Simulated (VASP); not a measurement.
**GaP: single point with PBE**

**Experimental background.**

From “Stacking defects in GaP nanowires: Electronic structure and optical properties”, 2018, arxiv:1810.01194, for a bulk crystal of GaP at 10 K: band gap 2.34 eV (indirect).

The system is GaP.

```
Ga P
1.0
     0.00000    2.75274    2.75274
     2.75274    0.00000    2.75274
     2.75274    2.75274    0.00000
Ga P
1 1
Direct
  0.00000 0.00000 0.00000
  0.75000 0.75000 0.75000
```

```yaml
Program: VASP 6.6.1
Task: single point
Functional: PBE
Potentials_or_basis: VASP PAW PBE potentials, release 64 (Ga_d, P)
Cutoff: 500 eV
k_mesh: 6 × 6 × 6
Occupations: gaussian, width 0.01 eV
Spin: no spin polarisation
Dipole_correction: no
Further_INCAR_settings: ALGO = Normal; EDIFF = 1e-06; NBANDS = 16
```

The pressure is 0.0 GPa. The band gap on the k mesh is 1.58 eV.

Levels at points of the mesh, in eV from the valence-band top:
| k point | band 7 | band 8 | band 9 | band 10 | band 11 | band 12 |
| --- | --- | --- | --- | --- | --- | --- |
| (0.00, 0.00, 0.00) | 0.00 | 0.00 | 0.00 | 1.58 | 3.89 | 3.89 |
| (0.50, 0.00, 0.00) | -6.47 | -1.08 | -1.08 | 1.58 | 4.72 | 4.72 |
| (0.50, 0.50, 0.00) | -6.62 | -2.58 | -2.58 | 1.71 | 1.84 | 10.37 |

Wall time 12 s on 1 thread of Intel(R) Xeon(R) Platinum 8259CL CPU @ 2.50GHz (Skylake/Cascade Lake), on a shared host, peak memory 0.15 GiB.

Measured gap of GaP: 2.34 eV (indirect; 10 K; quoted in “Stacking defects in GaP nanowires: Electronic structure and optical properties”, 2018, arxiv:1810.01194). This calculation gives 1.58 eV (-0.76 eV). Spin-orbit coupling on Ga is left out. The value is that of PBE on a finite k mesh, which can miss the band edges, without temperature or zero-point motion. Semilocal functionals fall short of measured gaps as a rule.
